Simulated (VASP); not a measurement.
# Ti (Fm-3m) in VASP: relaxation of cell and atoms with r2SCAN

Aim: the relaxation of cell and atoms of Ti with r2SCAN.

All numbers are computed with VASP 6.6.1; they aren't measurements. Logs are shortened: lines on timing, memory, paths and dates and some standing lists are left out, and cuts for length are marked.

## Step 1: The cell of the first run

The structure is cubic, space group Fm-3m (No. 225). Conventional cell: a = 4.130 Å, b = 4.130 Å, c = 4.130 Å, α = 90.00°, β = 90.00°, γ = 90.00°. Within 3.8 Å of Ti (site symmetry m-3m) lie 12 Ti at 2.92 Å.

This isn't the form of Ti at room conditions, which is hcp.

## Step 2: Relaxation of cell and atoms, r2SCAN

POSCAR

```
Ti
1.0
    4.1300000000      0.0000000000      0.0000000000
    0.0000000000      4.1300000000      0.0000000000
    0.0000000000      0.0000000000      4.1300000000
Ti
4
Direct
    0.0000000000      0.0000000000      0.0000000000
    0.0000000000      0.5000000000      0.5000000000
    0.5000000000      0.0000000000      0.5000000000
    0.5000000000      0.5000000000      0.0000000000
```

INCAR.step1

```
PREC     = Accurate       # precision mode
ENCUT    = 600            # plane-wave cutoff, eV
ISMEAR   = 1              # smearing method
SIGMA    = 0.1            # smearing width, eV
LREAL    = F              # projectors in reciprocal space
LASPH    = T              # aspherical terms in the spheres
NELM     = 100            # most SCF steps
GGA      = PE             # functional
ALGO     = Normal         # electronic algorithm
EDIFF    = 1E-4           # SCF threshold, eV
LWAVE    = T              # write WAVECAR
LCHARG   = F              # write CHGCAR
```

INCAR.step2

```
PREC     = Accurate       # precision mode
ENCUT    = 600            # plane-wave cutoff, eV
EDIFF    = 1E-7           # SCF threshold, eV
ISMEAR   = 1              # smearing method
SIGMA    = 0.1            # smearing width, eV
LREAL    = F              # projectors in reciprocal space
LASPH    = T              # aspherical terms in the spheres
NELM     = 100            # most SCF steps
ALGO     = Normal         # electronic algorithm
ISIF     = 3              # what is computed and relaxed
LWAVE    = F              # write WAVECAR
LCHARG   = F              # write CHGCAR
METAGGA  = R2SCAN         # meta-GGA
LMIXTAU  = T            
IBRION   = 2              # ionic algorithm
NSW      = 80             # ionic steps
EDIFFG   = -0.02          # ionic threshold
ISTART   = 1
```

KPOINTS

```
Automatic mesh
0
Gamma
  6 6 6
```

Potentials or basis: VASP PAW PBE potentials, release 64 (Ti_sv).

Launch:

```bash
$ cat potpaw_PBE.64/Ti_sv/POTCAR > POTCAR
$ cp INCAR.step1 INCAR
$ mpirun -np 1 vasp_std > vasp.out
$ cp INCAR.step2 INCAR
$ mpirun -np 1 vasp_std > vasp.out
```

OUTCAR:

```text
PREC = Accurate
   ENCUT = 600
   EDIFF = 1E-7
   ISMEAR = 1
   LREAL = F
   LASPH = T
   NELM = 100
   ISIF = 3
   METAGGA = R2SCAN
   IBRION = 2
   NSW = 80
   EDIFFG = -0.02
   ISTART = 1

 ion  position               nearest neighbor table
   1  0.000  0.000  0.000-   2 2.92   3 2.92   4 2.92   2 2.92   3 2.92   2 2.92   4 2.92   2 2.92
                             3 2.92   4 2.92   3 2.92   4 2.92
   2  0.000  0.500  0.500-   1 2.92   3 2.92   4 2.92   1 2.92   4 2.92   1 2.92   3 2.92   1 2.92
                             3 2.92   4 2.92   4 2.92   3 2.92
   3  0.500  0.000  0.500-   1 2.92   2 2.92   4 2.92   1 2.92   4 2.92   2 2.92   4 2.92   4 2.92
                             1 2.92   2 2.92   1 2.92   2 2.92
   4  0.500  0.500  0.000-   1 2.92   2 2.92   3 2.92   2 2.92   3 2.92   1 2.92   3 2.92   3 2.92
                             1 2.92   2 2.92   2 2.92   1 2.92

  LATTYP: Found a simple cubic cell.
 ALAT       =     4.1300000000

  Lattice vectors:

 A1 = (   4.1300000000,   0.0000000000,   0.0000000000)
 A2 = (   0.0000000000,   4.1300000000,   0.0000000000)
 A3 = (   0.0000000000,   0.0000000000,   4.1300000000)

Analysis of symmetry for initial positions (statically):
=====================================================================
 Subroutine PRICEL returns following result:

  LATTYP: Found a face centered cubic cell.
 ALAT       =     4.1300000000

  Lattice vectors:

 A1 = (   2.0650000000,  -2.0650000000,   0.0000000000)
 A2 = (   2.0650000000,   0.0000000000,   2.0650000000)
 A3 = (   0.0000000000,  -2.0650000000,   2.0650000000)

   4 primitive cells build up your supercell.

 Routine SETGRP: Setting up the symmetry group for a
 simple cubic supercell.

 Subroutine GETGRP returns: Found 48 space group operations
 (whereof 48 operations were pure point group operations)
 out of a pool of 48 trial point group operations.

The static configuration has the point symmetry O_h .

Analysis of symmetry for dynamics (positions and initial velocities):
=====================================================================
 Subroutine PRICEL returns following result:

  LATTYP: Found a face centered cubic cell.
 ALAT       =     4.1300000000

  Lattice vectors:

 A1 = (   2.0650000000,  -2.0650000000,   0.0000000000)
 A2 = (   2.0650000000,   0.0000000000,   2.0650000000)
 A3 = (   0.0000000000,  -2.0650000000,   2.0650000000)

   4 primitive cells build up your supercell.

 Routine SETGRP: Setting up the symmetry group for a
 simple cubic supercell.

 Subroutine GETGRP returns: Found 48 space group operations
 (whereof 48 operations were pure point group operations)
 out of a pool of 48 trial point group operations.

The dynamic configuration has the point symmetry O_h .

 Subroutine INISYM returns: Found 48 space group operations
 (whereof 48 operations are pure point group operations),
 and found     4 'primitive' translations

----------------------------------------------------------------------------------------

                                     Primitive cell

  volume of cell :      17.6112

  direct lattice vectors                    reciprocal lattice vectors
     2.065000000 -2.065000000  0.000000000     0.242130751 -0.242130751 -0.242130751
     2.065000000  0.000000000  2.065000000     0.242130751  0.242130751  0.242130751
     0.000000000 -2.065000000  2.065000000    -0.242130751 -0.242130751  0.242130751

  length of vectors
     2.920351006  2.920351006  2.920351006     0.419382762  0.419382762  0.419382762

  position of ions in fractional coordinates (direct lattice)
     0.000000000  0.000000000  0.000000000

  ion indices of the primitive-cell ions
   primitive index   ion index
                 1           1

----------------------------------------------------------------------------------------

 KPOINTS: Automatic mesh

Automatic generation of k-mesh.
 Grid dimensions read from file:
 generate k-points for:    6    6    6

 Generating k-lattice:

  Cartesian coordinates                     Fractional coordinates (reciprocal lattice)
     0.040355125  0.000000000  0.000000000     0.166666667  0.000000000  0.000000000
     0.000000000  0.040355125  0.000000000     0.000000000  0.166666667  0.000000000
     0.000000000  0.000000000  0.040355125     0.000000000  0.000000000  0.166666667

  Length of vectors
     0.040355125  0.040355125  0.040355125

  Shift w.r.t. Gamma in fractional coordinates (k-lattice)
     0.000000000  0.000000000  0.000000000

 Subroutine IBZKPT returns following result:
 ===========================================

 Found     20 irreducible k-points:

 Following reciprocal coordinates:
            Coordinates               Weight
  0.000000  0.000000  0.000000      1.000000
  0.166667  0.000000  0.000000      6.000000
  0.333333  0.000000  0.000000      6.000000
  0.500000  0.000000  0.000000      3.000000
  0.166667  0.166667  0.000000     12.000000
  0.333333  0.166667  0.000000     24.000000
[... 12 lines left out ...]
  0.500000  0.500000  0.333333      6.000000
  0.500000  0.500000  0.500000      1.000000
   k-points           NKPTS =     20   k-points in BZ     NKDIM =     20   number of bands    NBANDS=     28
   number of dos      NEDOS =    301   number of ions     NIONS =      4
   total plane-waves  NPLWV =  46656
   dimension x,y,z NGX =    36 NGY =   36 NGZ =   36
   dimension x,y,z NGXF=    72 NGYF=   72 NGZF=   72
   ions per type =               4
   NGX,Y,Z   is equivalent  to a cutoff of  14.49, 14.49, 14.49 a.u.
   NGXF,Y,Z  is equivalent  to a cutoff of  28.98, 28.98, 28.98 a.u.
 SYSTEM =  unknown system
   PREC   = accura    normal or accurate (medium, high low for compatibility)
   ISTART =      1    job   : 0-new  1-cont  2-samecut
   ICHARG =      0    charge: 1-file 2-atom 10-const
   ISPIN  =      1    spin polarized calculation?
   LNONCOLLINEAR =      F non collinear calculations
   LSORBIT =      F    spin-orbit coupling
   LASPH  =      T    aspherical Exc in radial PAW
   ENCUT  =  600.0 eV  44.10 Ry    6.64 a.u.   8.25  8.25  8.25*2*pi/ulx,y,z
   NELM   =    100;   NELMIN=  2; NELMDL=  0     # of ELM steps
   EDIFF  = 0.1E-06   stopping-criterion for ELM
   LREAL  =      F    real-space projection
   EDIFFG = -.2E-01   stopping-criterion for IOM
   NSW    =     80    number of steps for IOM
   IBRION =      2    ionic relax: 0-MD 1-quasi-New 2-CG
   NFREE  =      1    steps in history (QN), initial steepest desc. (CG)
   ISIF   =      3    stress and relaxation
   ISYM   =      2    0-nonsym 1-usesym 2-fastsym
   POTIM  = 0.5000    time-step for ionic-motion
   TEBEG  =    0.0;   TEEND  =   0.0 temperature during run
   PSTRESS=    0.0 pullay stress
   NELECT =      48.0000    total number of electrons
   NUPDOWN=      -1.0000    fix difference up-down
   EMIN   =  10.00;   EMAX   =-10.00  energy-range for DOS
   EFERMI =   0.00;   METHOD = LEGACY
   ISMEAR =     1;   SIGMA  =   0.10  broadening in eV -4-tet -1-fermi 0-gaus
   EFERMI_NEDOS =   21; number of points for ismear=-14 and -15
   IALGO  =     38    algorithm
   IMIX   =      4    mixing-type and parameters
     AMIX     =   0.40;   BMIX     =  1.00
     AMIX_MAG =   1.60;   BMIX_MAG =  1.00
  volume/ion in A,a.u.               =      17.61       118.85
  Fermi-wavevector in a.u.,A,eV,Ry     =   1.440584  2.722309 28.235921  2.075282
  Thomas-Fermi vector in A             =   2.559312
   LORBIT       =      0    0 simple, 1 ext, 2 COOP (PROOUT), +10 PAW based schemes
   METAGGA = R2SCAN    functional components
   LHFCALC =     F    Hartree Fock is set to
   AEXX    =    0.0000 exact exchange contribution
   IVDW    =     0    specifies the selected vdW correction
   LEPSILON=     F    determine dielectric tensor
   LRPA    =     F    only Hartree local field effects (RPA)
 conjugate gradient relaxation of ions
 non-spin polarized calculation
 Methfessel and Paxton  Order N= 1 SIGMA  =   0.10
  energy-cutoff  :      600.00
  volume of cell :       70.44
 maximum number of plane-waves:      2373
 NGX is ok and might be reduce to    36
   NGX = 17   NGY = 17   NGZ = 17

--------------------------------------- Ionic step        1  -------------------------------------------

 number of electron      48.0000009 magnetization

 Free energy of the ion-electron system (eV)
  ---------------------------------------------------
  ext. energy  EPLUGINS =         0.00000000
  ---------------------------------------------------
  free energy    TOTEN  =       -51.52668214 eV

  energy without entropy =      -51.52562903  energy(sigma->0) =      -51.52633110

------------------------ aborting loop because EDIFF is reached ----------------------------------------

  FORCE on cell =-STRESS in cart. coord.  units (eV):
  Direction    XX          YY          ZZ          XY          YZ          ZX
  --------------------------------------------------------------------------------------
  -------------------------------------------------------------------------------------
  Total       -0.4301557     -0.4301557     -0.4301557      0.0000000     -0.0000000      0.0000000
  in kB       -9.7833156     -9.7833156     -9.7833156      0.0000000     -0.0000000      0.0000000
  external PRESSURE =      -9.7833156 kB  Pullay stress =       0.0000000 kB
[... 61 lines left out ...]
  energy  without entropy=      -51.5255206444  energy(sigma->0) =      -51.52696375

--------------------------------------- Ionic step        3  -------------------------------------------

 number of electron      48.0000007 magnetization

 Free energy of the ion-electron system (eV)
  ---------------------------------------------------
  ext. energy  EPLUGINS =         0.00000000
  ---------------------------------------------------
  free energy    TOTEN  =       -51.52863710 eV

  energy without entropy =      -51.52683002  energy(sigma->0) =      -51.52803474

 E-fermi :   8.2347     XC(G=0): -12.3904

 val. band max:        8.1162398624   @ k =   0.3333   0.3333   0.3333
 cond. band min:       8.2376743770   @ k =   0.5000   0.5000   0.3333
 fundamental gap:      0.1214345146
 Fermi energy:         8.2347476690

 k-point     1 :       0.0000    0.0000    0.0000
  band No.  band energies     occupation
      1     -50.8929      2.00000
      2     -50.7261      2.00000
      3     -50.7261      2.00000
      4     -50.7261      2.00000
      5     -26.3399      2.00000
      6     -26.3399      2.00000
[... 640 lines left out ...]
  FREE ENERGIE OF THE ION-ELECTRON SYSTEM (eV)
  ---------------------------------------------------
  free  energy   TOTEN  =       -51.5286371023 eV

  energy  without entropy=      -51.5268300165  energy(sigma->0) =      -51.52803474

 reached required accuracy - stopping structural energy minimisation
```

Run time: 3.4 min. Hardware: 1 thread of Intel Xeon 6975P-C (Granite Rapids), shared host; peak memory 0.24 GiB.

What came out:

| Quantity | Value |
| --- | --- |
| Free energy | -51.5286 eV |
| Relaxed volume | 17.45 Å³/atom |
| Relaxed cell | a = 4.117 Å, b = 4.117 Å, c = 4.117 Å, α = 90.00°, β = 90.00°, γ = 90.00° |
| Space group after relaxing (to 0.1 Å) | Fm-3m (No. 225) |
| Energy gained by relaxing | 0.5 meV/atom |
| Ionic steps | 3 |
| Pressure after relaxing | 0.0 GPa |
| Band gap on the k mesh | zero (bands 24 and 25 overlap by 1.41 eV) |

The path:
| step | energy change (eV) | largest force (eV/Å) | pressure (GPa) | volume (Å³) |
| --- | --- | --- | --- | --- |
| 1 | 0.0000 | 0.0000 | -0.98 | 70.44 |
| 2 | -0.0010 | 0.0000 | 0.68 | 69.35 |
| 3 | -0.0020 | 0.0000 | -0.01 | 69.80 |

Final structure:
```yaml
crystal:
  lattice:
    - [4.11742, 0.00000, 0.00000]
    - [0.00000, 4.11742, 0.00000]
    - [0.00000, 0.00000, 4.11742]
  atoms:
    - { symbol: Ti, position: [0.00000, 0.00000, 0.00000] }
    - { symbol: Ti, position: [0.00000, 0.50000, 0.50000] }
    - { symbol: Ti, position: [0.50000, 0.00000, 0.50000] }
    - { symbol: Ti, position: [0.50000, 0.50000, 0.00000] }
```

Caveat: the PAW data sets were made with another functional, which shifts forces and pressure a little.
